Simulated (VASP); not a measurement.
Write the native input for VASP 6.6.1 that does the following.

| Quantity | Value |
| --- | --- |
| Task | single point |
| Functional | BLYP |
| Potentials or basis | VASP PAW PBE potentials, release 64 (Hf_pv) |
| Cutoff | 520 eV |
| k mesh | 18 × 18 × 10 |
| Occupations | fermi-dirac, width 0.1 eV |
| Spin | no spin polarisation |
| Dipole correction | no |
| Further INCAR settings | ALGO = Normal; EDIFF = 1e-06; NBANDS = 17 |

The structure of Hf lies in POSCAR:

```
Hf
1.0
    3.1436791626      0.0000000000      0.0000000000
   -1.5718395813      2.7225060162      0.0000000000
    0.0000000000      0.0000000000      4.9747484494
Hf
2
Direct
    0.3333333333      0.6666666667      0.2500000000
    0.6666666667      0.3333333333      0.7500000000
```

This cell differs from its parent crystal: volume scaled by 0.92.

These files were run (other wordings do the same):

INCAR

```
SYSTEM = Hf
  PREC = Accurate
  ENCUT = 520
  EDIFF = 1E-6
  ISMEAR = -1
  SIGMA = 0.1
  LREAL = .False.
  LASPH = .True.
  NELM = 80
  ALGO = Normal
  ISIF = 2
  LWAVE = .False.
  LCHARG = .False.
  GGA = B5
  ALDAX = 1.0
  AGGAX = 1.0
  AGGAC = 1.0
  ALDAC = 0.0
  NBANDS = 17
```

KPOINTS

```
Automatic mesh
0
Gamma
  18 18 10
  0 0 0
```

Potentials or basis: VASP PAW PBE potentials, release 64 (Hf_pv).

The run is started by

```console
$ cat potpaw_PBE.64/Hf_pv/POTCAR > POTCAR
$ mpirun -np 1 vasp_std > vasp.out
```

It gave:

- Pressure: 9.9 GPa
- Band gap on the k mesh: zero (band 10 reaches 6.89 eV, above the bottom of band 11 at 5.43 eV)

Caveat: the PAW data sets were made with another functional, which shifts forces and pressure a little; spin-orbit coupling is left out, which moves the levels of the heavy elements.

It took 5.3 min on 1 thread of AMD EPYC 7R13 (shared host), peak memory 0.23 GiB.
